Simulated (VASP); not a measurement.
Write the native input for VASP 6.6.1 that does the following.

- Task: single point
- Functional: r2SCAN
- Potentials or basis: VASP PAW PBE potentials, release 64 (K_sv, Cl)
- Cutoff: 520 eV
- k mesh: 6 × 6 × 6
- Occupations: gaussian, width 0.01 eV
- Spin: no spin polarisation
- Dipole correction: no
- Further INCAR settings: ALGO = Normal; EDIFF = 1e-06; NBANDS = 15

KCl:

```
K Cl
1.0
     3.80851    0.00000    0.00000
     0.00000    3.80851    0.00000
     0.00000    0.00000    3.80851
K Cl
1 1
Direct
  0.00000 0.00000 0.00000
  0.50000 0.50000 0.50000
```

One way to write it, as run:

POSCAR

```
KCl
1.0
    3.8085090135      0.0000000000      0.0000000000
    0.0000000000      3.8085090135      0.0000000000
    0.0000000000      0.0000000000      3.8085090135
K Cl
1 1
Direct
    0.0000000000      0.0000000000      0.0000000000
    0.5000000000      0.5000000000      0.5000000000
```

INCAR.step1

```
SYSTEM = KCl
  PREC = Accurate
  ENCUT = 520
  ISMEAR = 0
  SIGMA = 0.01
  LREAL = .False.
  LASPH = .True.
  NELM = 100
  NBANDS = 15
  GGA = PE
  ALGO = Normal
  EDIFF = 1E-4
  LWAVE = .True.
  LCHARG = .False.
```

INCAR.step2

```
SYSTEM = KCl
  PREC = Accurate
  ENCUT = 520
  EDIFF = 1E-6
  ISMEAR = 0
  SIGMA = 0.01
  LREAL = .False.
  LASPH = .True.
  NELM = 100
  ALGO = Normal
  ISIF = 2
  LWAVE = .False.
  LCHARG = .False.
  METAGGA = R2SCAN
  LMIXTAU = .True.
  NBANDS = 15
  ISTART = 1
```

KPOINTS

```
regular mesh
0
Gamma
  6 6 6
  0 0 0
```

Potentials or basis: VASP PAW PBE potentials, release 64 (K_sv, Cl).

Command:

```bash
$ cat potpaw_PBE.64/K_sv/POTCAR potpaw_PBE.64/Cl/POTCAR > POTCAR
$ cp INCAR.step1 INCAR
$ mpirun -np 1 vasp_std > vasp.out
$ cp INCAR.step2 INCAR
$ mpirun -np 1 vasp_std > vasp.out
```

It gave:

* Pressure: -0.7 GPa
* Band gap on the k mesh: 5.67 eV (least direct gap 5.88 eV)

Caveat: the structure was generated, so it needn't be the stable form of KCl; the PAW data sets were made with another functional, which shifts forces and pressure a little.

Wall time 49 s on 1 thread of AMD EPYC 7R13 Processor (Zen 3), on a shared host, peak memory 0.14 GiB.
